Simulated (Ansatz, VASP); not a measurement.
One calculation of Ta2N, two programs

```
CELL_PARAMETERS angstrom
2.94608 0.00000 0.00000
-1.47304 2.55138 0.00000
0.00000 0.00000 4.88189
ATOMIC_POSITIONS crystal
Ta 0.66667 0.33333 0.74491
Ta 0.33333 0.66667 0.25509
N 0.00000 0.00000 0.00000
```

Change from the starting cell: strain -0.050 along x and y, +0.000 along z, atoms carried along.

Alike in both runs: task single point; functional PBE; k mesh 18 × 18 × 10; occupations gaussian, width 0.15 eV; no spin polarisation.

|  | VASP | Ansatz |
| --- | --- | --- |
| version | VASP 6.6.1 | Ansatz 0.2.0 |
| potentials or method | VASP PAW PBE potentials, release 64 (Ta_pv, N), cutoff 520 eV | scalar-relativistic, plane waves, PAW |
| valence electrons in the cell | 27 | 31 |

```tsv
	VASP	Ansatz	Ansatz less VASP
gap on the k mesh at the Fermi level (eV)	none	none	-
pressure (GPa)	37.1	36.3	-0.80
traceless stress, the component that is largest in VASP (GPa)	-8.26	-8.24	+0.020
rms of the force components (eV/Å)	0.569	0.537	-0.0313
```

Atom by atom the forces differ by 0.031 eV/Å (rms over components). A gap of «none» marks a metal or a gap that the smearing closes. Both programs put the cell under a high pressure, so it lies far from rest at this level. VASP's potentials hold 27 valence electrons a cell and Ansatz's 31, so a difference there can come from the potentials and not from the codes.

Spin-orbit coupling is off throughout.
